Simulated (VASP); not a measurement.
# Ge (R-3m) in VASP: a series of runs

The runs below take Ge through single point, relaxation of cell and atoms, with r2SCAN.

All numbers are computed with VASP 6.6.1; they aren't measurements. Logs are shortened: lines on timing, memory, paths and dates and some standing lists are left out, and cuts for length are marked.

### Step 1. The cell of the first run

Symmetry: R-3m, No. 166, trigonal system. The conventional cell has a = 3.903 Å, b = 3.903 Å, c = 10.857 Å, α = 90.00°, β = 90.00°, γ = 120.00°. Within 3.4 Å of Ge (site symmetry 3m) lie 6 Ge at 2.61 to 3.22 Å.

### Step 2. Single point, r2SCAN

POSCAR

```
Ge
1.0
    1.9516794240      1.1268026408      3.6191554990
   -1.9516794240      1.1268026408      3.6191554990
    0.0000000000     -2.2536052816      3.6191554990
Ge
2
Direct
    0.2275400000      0.2275400000      0.2275400000
    0.7724600000      0.7724600000      0.7724600000
```

INCAR.step1

```
PREC = Accurate
ENCUT = 520
ISMEAR = 0
SIGMA = 0.1
LREAL = False
LASPH = True
NELM = 100
NBANDS = 21
GGA = PE
ALGO = Normal
EDIFF = 1E-4
LWAVE = True
LCHARG = False
```

INCAR.step2

```
PREC = Accurate
ENCUT = 520
EDIFF = 1E-6
ISMEAR = 0
SIGMA = 0.1
LREAL = False
LASPH = True
NELM = 100
ALGO = Normal
ISIF = 2
LWAVE = False
LCHARG = False
METAGGA = R2SCAN
LMIXTAU = True
NBANDS = 21
ISTART = 1
```

KPOINTS

```
Automatic mesh
0
Gamma
  6 6 6
```

Potentials or basis: VASP PAW PBE potentials, release 64 (Ge_d).

Started as:

```bash
$ cat potpaw_PBE.64/Ge_d/POTCAR > POTCAR
$ cp INCAR.step1 INCAR
$ mpirun -np 1 vasp_std > vasp.out
$ cp INCAR.step2 INCAR
$ mpirun -np 1 vasp_std > vasp.out
```

OUTCAR:

```text
PREC = Accurate
   ENCUT = 520
   EDIFF = 1E-6
   ISMEAR = 0
   LREAL = False
   LASPH = True
   NELM = 100
   ISIF = 2
   METAGGA = R2SCAN
   ISTART = 1

 ion  position               nearest neighbor table
   1  0.228  0.228  0.228-   2 2.61   2 2.61   2 2.61
   2  0.772  0.772  0.772-   1 2.61   1 2.61   1 2.61

  LATTYP: Found a trigonal (rhomboedric) cell.
 ALAT       =     4.2634520393
 COS(alpha) =     0.5808936906

  Lattice vectors:

 A1 = (   1.9516794240,   1.1268026408,   3.6191554990)
 A2 = (  -1.9516794240,   1.1268026408,   3.6191554990)
 A3 = (   0.0000000000,  -2.2536052816,   3.6191554990)

Analysis of symmetry for initial positions (statically):
=====================================================================
 Subroutine PRICEL returns:
 Original cell was already a primitive cell.

 Routine SETGRP: Setting up the symmetry group for a
 trigonal (rhombohedral) supercell.

 Subroutine GETGRP returns: Found 12 space group operations
 (whereof 12 operations were pure point group operations)
 out of a pool of 12 trial point group operations.

The static configuration has the point symmetry D_3d.

Analysis of symmetry for dynamics (positions and initial velocities):
=====================================================================
 Subroutine PRICEL returns:
 Original cell was already a primitive cell.

 Routine SETGRP: Setting up the symmetry group for a
 trigonal (rhombohedral) supercell.

 Subroutine GETGRP returns: Found 12 space group operations
 (whereof 12 operations were pure point group operations)
 out of a pool of 12 trial point group operations.

The dynamic configuration has the point symmetry D_3d.

 Subroutine INISYM returns: Found 12 space group operations
 (whereof 12 operations are pure point group operations),
 and found     1 'primitive' translations

----------------------------------------------------------------------------------------

                                     Primitive cell

  volume of cell :      47.7546

  direct lattice vectors                    reciprocal lattice vectors
     1.951679424  1.126802641  3.619155499     0.256189615  0.147911143  0.092102518
    -1.951679424  1.126802641  3.619155499    -0.256189615  0.147911143  0.092102518
     0.000000000 -2.253605282  3.619155499     0.000000000 -0.295822286  0.092102518

  length of vectors
     4.263452039  4.263452039  4.263452039     0.309828499  0.309828499  0.309828499

  position of ions in fractional coordinates (direct lattice)
     0.227540000  0.227540000  0.227540000
     0.772460000  0.772460000  0.772460000

  ion indices of the primitive-cell ions
   primitive index   ion index
                 1           1
                 2           2

----------------------------------------------------------------------------------------

 KPOINTS: Automatic mesh

Automatic generation of k-mesh.
 Grid dimensions read from file:
 generate k-points for:    6    6    6

 Generating k-lattice:

  Cartesian coordinates                     Fractional coordinates (reciprocal lattice)
     0.042698269  0.024651857  0.015350420     0.166666667 -0.000000000 -0.000000000
    -0.042698269  0.024651857  0.015350420    -0.000000000  0.166666667 -0.000000000
     0.000000000 -0.049303714  0.015350420    -0.000000000 -0.000000000  0.166666667

  Length of vectors
     0.051638083  0.051638083  0.051638083

  Shift w.r.t. Gamma in fractional coordinates (k-lattice)
     0.000000000  0.000000000  0.000000000

 Subroutine IBZKPT returns following result:
 ===========================================

 Found     32 irreducible k-points:

 Following reciprocal coordinates:
            Coordinates               Weight
  0.000000  0.000000  0.000000      1.000000
  0.166667 -0.000000  0.000000      6.000000
  0.333333 -0.000000  0.000000      6.000000
  0.500000  0.000000  0.000000      3.000000
  0.166667  0.166667  0.000000      6.000000
  0.333333  0.166667  0.000000     12.000000
[... 16 lines left out ...]
  0.500000  0.500000  0.166667      6.000000
 -0.333333  0.500000  0.166667     12.000000
 [... further k-points ...]
   k-points           NKPTS =     32   k-points in BZ     NKDIM =     32   number of bands    NBANDS=     21
   number of dos      NEDOS =    301   number of ions     NIONS =      2
   total plane-waves  NPLWV =  32768
   dimension x,y,z NGX =    32 NGY =   32 NGZ =   32
   dimension x,y,z NGXF=    64 NGYF=   64 NGZF=   64
   ions per type =               2
   NGX,Y,Z   is equivalent  to a cutoff of  12.48, 12.48, 12.48 a.u.
   NGXF,Y,Z  is equivalent  to a cutoff of  24.96, 24.96, 24.96 a.u.
 SYSTEM =  unknown system
   PREC   = accura    normal or accurate (medium, high low for compatibility)
   ISTART =      1    job   : 0-new  1-cont  2-samecut
   ICHARG =      0    charge: 1-file 2-atom 10-const
   ISPIN  =      1    spin polarized calculation?
   LNONCOLLINEAR =      F non collinear calculations
   LSORBIT =      F    spin-orbit coupling
   LASPH  =      T    aspherical Exc in radial PAW
   ENCUT  =  520.0 eV  38.22 Ry    6.18 a.u.   7.93  7.93  7.93*2*pi/ulx,y,z
   NELM   =    100;   NELMIN=  2; NELMDL=  0     # of ELM steps
   EDIFF  = 0.1E-05   stopping-criterion for ELM
   LREAL  =      F    real-space projection
   EDIFFG = 0.1E-04   stopping-criterion for IOM
   NSW    =      0    number of steps for IOM
   IBRION =     -1    ionic relax: 0-MD 1-quasi-New 2-CG
   NFREE  =      0    steps in history (QN), initial steepest desc. (CG)
   ISIF   =      2    stress and relaxation
   ISYM   =      2    0-nonsym 1-usesym 2-fastsym
   POTIM  = 0.5000    time-step for ionic-motion
   TEBEG  =    0.0;   TEEND  =   0.0 temperature during run
   PSTRESS=    0.0 pullay stress
   NELECT =      28.0000    total number of electrons
   NUPDOWN=      -1.0000    fix difference up-down
   EMIN   =  10.00;   EMAX   =-10.00  energy-range for DOS
   EFERMI =   0.00;   METHOD = LEGACY
   ISMEAR =     0;   SIGMA  =   0.10  broadening in eV -4-tet -1-fermi 0-gaus
   EFERMI_NEDOS =   21; number of points for ismear=-14 and -15
   IALGO  =     38    algorithm
   IMIX   =      4    mixing-type and parameters
     AMIX     =   0.40;   BMIX     =  1.00
     AMIX_MAG =   1.60;   BMIX_MAG =  1.00
  volume/ion in A,a.u.               =      23.88       161.13
  Fermi-wavevector in a.u.,A,eV,Ry     =   1.370217  2.589334 25.544851  1.877494
  Thomas-Fermi vector in A             =   2.496023
   LORBIT       =      0    0 simple, 1 ext, 2 COOP (PROOUT), +10 PAW based schemes
   METAGGA = R2SCAN    functional components
   LHFCALC =     F    Hartree Fock is set to
   AEXX    =    0.0000 exact exchange contribution
   IVDW    =     0    specifies the selected vdW correction
   LEPSILON=     F    determine dielectric tensor
   LRPA    =     F    only Hartree local field effects (RPA)
 non-spin polarized calculation
 Gauss-broadening in eV      SIGMA  =   0.10
  energy-cutoff  :      520.00
  volume of cell :       47.75
 maximum number of plane-waves:      1304
   NGX = 15   NGY = 15   NGZ = 15

 number of electron      28.0000015 magnetization

 Free energy of the ion-electron system (eV)
  ---------------------------------------------------
  ext. energy  EPLUGINS =         0.00000000
  ---------------------------------------------------
  free energy    TOTEN  =       -26.65132059 eV

  energy without entropy =      -26.64532669  energy(sigma->0) =      -26.64832364

 E-fermi :   3.8952     XC(G=0): -10.8590

 val. band max:        3.8740966168   @ k =   0.5000   0.1667   0.1667
 cond. band min:       3.9380095894   @ k =   0.3333  -0.0000   0.0000
 fundamental gap:      0.0639129726
 Fermi energy:         3.8952195293

 k-point     1 :       0.0000    0.0000    0.0000
  band No.  band energies     occupation
      1     -21.2705      2.00000
      2     -21.2705      2.00000
      3     -21.1882      2.00000
      4     -21.1831      2.00000
      5     -21.1831      2.00000
      6     -21.0970      2.00000
[... 13 lines left out ...]
     20      12.5083      0.00000
     21      12.9932      0.00000

 k-point     2 :       0.1667   -0.0000    0.0000
  band No.  band energies     occupation
      1     -21.2626      2.00000
      2     -21.2582      2.00000
      3     -21.1836      2.00000
      4     -21.1765      2.00000
      5     -21.1740      2.00000
      6     -21.1026      2.00000
[... 13 lines left out ...]
     20      12.0793      0.00000
     21      12.6589      0.00000

 k-point     3 :       0.3333   -0.0000    0.0000
  band No.  band energies     occupation
      1     -21.2441      2.00000
      2     -21.2252      2.00000
      3     -21.1798      2.00000
      4     -21.1535      2.00000
      5     -21.1514      2.00000
      6     -21.1215      2.00000
[... 13 lines left out ...]
     20      14.1522      0.00000
     21      14.8838      0.00000

 k-point     4 :       0.5000    0.0000    0.0000
  band No.  band energies     occupation
      1     -21.2330      2.00000
      2     -21.1953      2.00000
      3     -21.1688      2.00000
      4     -21.1675      2.00000
      5     -21.1298      2.00000
      6     -21.1161      2.00000
[... 13 lines left out ...]
     20      15.1045      0.00000
     21      17.8335      0.00000

 k-point     5 :       0.1667    0.1667    0.0000
  band No.  band energies     occupation
      1     -21.2683      2.00000
      2     -21.2491      2.00000
      3     -21.1874      2.00000
      4     -21.1742      2.00000
      5     -21.1709      2.00000
      6     -21.1032      2.00000
[... 13 lines left out ...]
     20      13.0536      0.00000
     21      13.5478      0.00000
[... 382 lines left out ...]
     20      13.7157      0.00000
     21      18.4430      0.00000

 k-point    22 :      -0.1667    0.3333    0.1667
  band No.  band energies     occupation
      1     -21.2525      2.00000
      2     -21.1958      2.00000
      3     -21.1710      2.00000
      4     -21.1616      2.00000
      5     -21.1351      2.00000
      6     -21.1212      2.00000
[... 13 lines left out ...]
     20      15.7689      0.00000
     21      16.5814      0.00000

 k-point    23 :       0.5000    0.5000    0.1667
  band No.  band energies     occupation
      1     -21.2564      2.00000
      2     -21.2089      2.00000
      3     -21.1884      2.00000
      4     -21.1516      2.00000
      5     -21.1444      2.00000
      6     -21.1168      2.00000
[... 13 lines left out ...]
     20      16.8819      0.00000
     21      17.3753      0.00000

 k-point    24 :      -0.3333    0.5000    0.1667
  band No.  band energies     occupation
      1     -21.2515      2.00000
      2     -21.2013      2.00000
      3     -21.1762      2.00000
      4     -21.1538      2.00000
      5     -21.1331      2.00000
      6     -21.1213      2.00000
[... 13 lines left out ...]
     20      14.7212      0.00000
     21      17.8895      0.00000

 [... further k-points ...]
[... 5 lines left out ...]
  --------------------------------------------------------------------------------------
  -------------------------------------------------------------------------------------
  Total       -1.9463562     -1.9463562     -2.4223163      0.0000000      0.0000000      0.0000000
  in kB      -65.3007360    -65.3007360    -81.2693146      0.0000000      0.0000000      0.0000000
  external PRESSURE =     -70.6235955 kB  Pullay stress =       0.0000000 kB

 VOLUME and BASIS-vectors are now :
 -----------------------------------------------------------------------------
  energy-cutoff  :      520.00
  volume of cell :       47.75
      direct lattice vectors                 reciprocal lattice vectors
     1.951679424  1.126802641  3.619155499     0.256189615  0.147911143  0.092102518
    -1.951679424  1.126802641  3.619155499    -0.256189615  0.147911143  0.092102518
     0.000000000 -2.253605282  3.619155499     0.000000000 -0.295822286  0.092102518

 POSITION                                       TOTAL-FORCE (eV/Angst)
 -----------------------------------------------------------------------------------
      0.00000      0.00000      2.47051         0.000000     -0.000000     -0.167374
      0.00000      0.00000      8.38696         0.000000      0.000000      0.167374
 -----------------------------------------------------------------------------------
    total drift:                                0.000000      0.000000     -0.000000

  FREE ENERGIE OF THE ION-ELECTRON SYSTEM (eV)
  ---------------------------------------------------
  free  energy   TOTEN  =       -26.6513205851 eV

  energy  without entropy=      -26.6453266880  energy(sigma->0) =      -26.64832364
```

It took 63 s on 1 thread of Intel Xeon Platinum 8259CL at 2.50GHz (Skylake/Cascade Lake), shared host; peak memory 0.19 GiB.

What came out:

```yaml
Free_energy: -26.6513 eV
Pressure: -7.1 GPa
Largest_force: 0.167 eV/Å
Band_gap_on_the_k_mesh: zero (band 14 reaches 4.88 eV, above the bottom of band 15 at 2.22 eV)
```

Forces on the atoms (eV/Å):
```
Ge   0.000  0.000 -0.167
Ge   0.000  0.000  0.167
```

Caveat: the PAW data sets were made with another functional, which shifts forces and pressure a little.

### Step 3. Relaxation of cell and atoms, r2SCAN

POSCAR is that of step 2.

INCAR.step1

```
SYSTEM = Ge
ALGO = Normal
EDIFF = 1E-4
ENCUT = 600
GGA = PE
ISMEAR = 0
LASPH = .TRUE.
LCHARG = .FALSE.
LREAL = .FALSE.
LWAVE = .TRUE.
NELM = 100
PREC = Accurate
SIGMA = 0.1
```

INCAR.step2

```
SYSTEM = Ge
ALGO = Normal
EDIFF = 1E-6
EDIFFG = -0.04
ENCUT = 600
IBRION = 2
ISIF = 3
ISMEAR = 0
ISTART = 1
LASPH = .TRUE.
LCHARG = .FALSE.
LMIXTAU = .TRUE.
LREAL = .FALSE.
LWAVE = .FALSE.
METAGGA = R2SCAN
NELM = 100
NSW = 90
PREC = Accurate
SIGMA = 0.1
```

KPOINTS

```
k-points
0
G
  6 6 6
  0 0 0
```

Potentials or basis: VASP PAW PBE potentials, release 64 (Ge_d).

Started as:

```bash
$ cat potpaw_PBE.64/Ge_d/POTCAR > POTCAR
$ cp INCAR.step1 INCAR
$ mpirun -np 1 vasp_std > vasp.out
$ cp INCAR.step2 INCAR
$ mpirun -np 1 vasp_std > vasp.out
```

It took 27 min on 1 thread of Intel Xeon Platinum 8259CL at 2.50GHz (Skylake/Cascade Lake), shared host; peak memory 0.25 GiB.

It converged, with:

```
Free energy                            : -27.0103 eV
Relaxed volume                         : 19.35 Å³/atom
Relaxed cell                           : a = 3.775 Å, b = 3.775 Å, c = 3.775 Å, α = 60.76°, β = 60.76°, γ = 60.76°
Space group after relaxing (to 0.05 Å) : R-3m (No. 166)
Energy gained by relaxing              : 179.0 meV/atom
Ionic steps                            : 17
Pressure after relaxing                : -0.1 GPa
Largest force after relaxing           : 0.030 eV/Å
Band gap on the k mesh                 : zero (band 14 reaches 7.78 eV, above the bottom of band 15 at 3.37 eV)
```

Forces on the atoms (eV/Å):
```
Ge   0.000  0.000 -0.030
Ge   0.000  0.000  0.030
```

Step by step:
```tsv
step	energy change (eV)	largest force (eV/Å)	pressure (GPa)	volume (Å³)
1	0.0000	0.1702	-7.05	47.75
2	-0.1631	0.5702	1.10	40.86
3	-0.1651	0.4870	0.05	41.44
4	-0.1956	0.4175	0.22	40.69
5	-0.2182	0.4664	1.04	39.59
6	-0.2677	0.5582	3.50	37.33
7	-0.3012	0.5584	1.75	37.89
8	-0.3279	0.0551	-1.52	39.40
9	-0.3312	0.2047	-0.64	39.00
10	-0.3396	0.1193	-0.35	38.83
11	-0.3499	0.0580	0.04	38.52
12	-0.3335	0.4041	1.37	37.87
13	-0.3511	0.1409	0.32	38.38
14	-0.3558	0.1367	0.32	38.49
15	-0.3558	0.1355	0.15	38.51
16	-0.3573	0.0821	0.11	38.61
17	-0.3580	0.0298	-0.06	38.70
```

Final structure:
```cif
data_structure
_symmetry_space_group_name_H-M 'P 1'
_symmetry_Int_Tables_number 1
_cell_length_a 3.7753
_cell_length_b 3.7753
_cell_length_c 3.7753
_cell_angle_alpha 60.759
_cell_angle_beta 60.759
_cell_angle_gamma 60.759
_cell_volume 38.70
loop_
_atom_site_label
_atom_site_type_symbol
_atom_site_fract_x
_atom_site_fract_y
_atom_site_fract_z
_atom_site_occupancy
Ge1 Ge 0.25039 0.25039 0.25039 1
Ge2 Ge 0.74961 0.74961 0.74961 1
```

Levels at points of the mesh, in eV from the Fermi level:
```
           k point  band 11  band 12  band 13  band 14  band 15  band 16  band 17  band 18
(0.00, 0.00, 0.00)   -13.71    -0.10     0.04     0.04     0.32     6.90     7.01     7.01
(0.50, 0.00, 0.00)    -9.84    -9.82     1.18     1.24     1.29     1.33     3.31     3.32
(0.50, 0.50, 0.00)    -9.65    -6.14    -5.27    -3.03    -2.83     3.41    10.07    10.14
(0.50, 0.50, 0.50)    -9.75    -9.70     1.09     1.09     1.13     1.13     3.05     3.09
```

Caveat: the volume moved by over 15 % at a fixed basis, so the end points are rough; the PAW data sets were made with another functional, which shifts forces and pressure a little.
